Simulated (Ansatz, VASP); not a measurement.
**O in VASP and in Ansatz**

File INCAR:

```
ALGO = Normal
EDIFF = 1E-6
ENCUT = 520
GGA = PS
ISIF = 2
ISMEAR = -1
LASPH = T
LCHARG = F
LREAL = F
LWAVE = F
NBANDS = 13
NELM = 80
PREC = Accurate
SIGMA = 0.02
```

File KPOINTS:

```
k-points
0
Gamma
  10 10 10
```

The input POSCAR:

```
O
1.0
    1.3948820417      0.8053355222      3.4083000000
   -1.3948820417      0.8053355222      3.4083000000
    0.0000000000     -1.6106710445      3.4083000000
O
2
Direct
    0.0577000000      0.0577000000      0.0577000000
    0.9423000000      0.9423000000      0.9423000000
```

Input for Ansatz:

```yaml
crystal:
  lattice:
    - [1.3948820417, 0.8053355222, 3.4083]
    - [-1.3948820417, 0.8053355222, 3.4083]
    - [0.0, -1.6106710445, 3.4083]
  atoms:
    - { symbol: O, position: [0.0577, 0.0577, 0.0577] }
    - { symbol: O, position: [0.9423, 0.9423, 0.9423] }
kpoints:
  mp_grid: { grid: [10, 10, 10] }
  band_path:
    path:
      - [0.0, 0.0, 0.0]
      - [0.5, 0.5, 0.5]
      - [0.7961124374, 0.2038875626, 0.5]
      - [0.5, -0.2038875626, 0.2038875626]
      - [0.5, 0.0, 0.0]
      - [0.0, 0.0, 0.0]
      - [0.3519437813, -0.3519437813, 0.0]
      - [0.6480562187, 0.0, 0.3519437813]
      - [0.5, 0.0, 0.5]
    npoints: 5
scf:
  occupations: { method: fermi_dirac, width: 0.02 }
hamiltonian:
  xc: pbesol
  pseudopotentials: { kind: all_electron, lapw: { basis_error: 0.0005 } }
output:
  forces: true
  stress: true
  eigenvalues: true
```

Change from the starting cell: equal xx and yy strain of -2 %.

Alike in both runs: task single point; functional PBEsol; k mesh 10 × 10 × 10; occupations fermi-dirac, width 0.02 eV; no spin polarisation.

|  | VASP | Ansatz |
| --- | --- | --- |
| version | VASP 6.6.1 | Ansatz 0.2.0 |
| potentials or method | VASP PAW PBE potentials, release 64 (O), cutoff 520 eV | all-electron LAPW, scalar-relativistic |

```tsv
	VASP	Ansatz	Ansatz less VASP
pressure (GPa)	6.4	2.1	-4.25
traceless stress, the component that is largest in VASP (GPa)	31.02	21.84	-9.176
rms of the force components (eV/Å)	2.251	1.270	-0.9811
```

VASP's potentials were made for PBE, not for PBEsol. Atom by atom the forces differ by 0.981 eV/Å (rms over components). Ansatz ran all-electron here, and VASP with PAW potentials.

Noted on VASP's run: the standard files for N, O and F lose accuracy on very short bonds; spin is off for a triplet molecule.
